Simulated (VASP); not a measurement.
Wanted: the native input for a VASP 6.6.1 run.

| Property | Result |
| --- | --- |
| Task | single point |
| Functional | PBE |
| Potentials or basis | VASP PAW PBE potentials, release 64 (Cu, O) |
| Cutoff | 520 eV |
| k mesh | 10 × 10 × 6 |
| Occupations | gaussian, width 0.05 eV |
| Spin | collinear spin |
| Starting moments | [1.0, -1.0, 0.0, 0.0] μB |
| Hubbard terms | Cu d U = 4.0 eV |
| Dipole correction | no |
| Further INCAR settings | ALGO = Fast; EDIFF = 1e-06; NBANDS = 29 |

The structure of CuO lies in POSCAR:

```
CuO
1.0
    2.0872092025     -2.0760605335      0.1652846486
    2.0872092025      2.0760605335      0.1652846486
   -0.4124906602      0.0000000000      5.2015957502
Cu O
2 2
Direct
    0.0000000000      0.5000000000      0.0000000000
    0.5000000000      0.0000000000      0.5000000000
    0.5000352670      0.4999647330      0.2500000000
    0.4999647330      0.5000352670      0.7500000000
```

The input as run:

INCAR

```
ALGO = Fast ; EDIFF = 1E-6
ENCUT = 520 ; GGA = PE
ISIF = 2 ; ISMEAR = 0
ISPIN = 2 ; LASPH = T
LCHARG = F ; LDAU = T
LDAUJ = 0 0 ; LDAUL = 2 -1
LDAUPRINT = 1 ; LDAUTYPE = 2
LDAUU = 4 0 ; LMAXMIX = 4
LORBIT = 11 ; LREAL = F
LWAVE = F ; MAGMOM = 1 -1 0 0
NBANDS = 29 ; NELM = 150
PREC = Accurate ; SIGMA = 0.05
```

KPOINTS

```
k-points
0
Gamma
  10 10 6
```

Potentials or basis: VASP PAW PBE potentials, release 64 (Cu, O).

The run is started by

```bash
$ cat potpaw_PBE.64/Cu/POTCAR potpaw_PBE.64/O/POTCAR > POTCAR
$ mpirun -np 1 vasp_std > vasp.out
```

Results of the run:

```yaml
Pressure: -3.0 GPa
Band_gap_on_the_k_mesh: 0.22 eV (least direct gap 0.43 eV)
Net_moment: 0.00 μB per cell
Site_moments: Cu +0.58, -0.58; O +0.00 μB
Valence_electrons_inside_the_program's_atomic_spheres: Cu 9.89; O 4.97
```

Caveat: the cell stands under tension; semilocal functionals underestimate gaps, and a narrow one can read as zero.

It took 5.8 min on 1 thread of Oxide Virtual Turin-like Processor (shared host), peak memory 0.37 GiB.
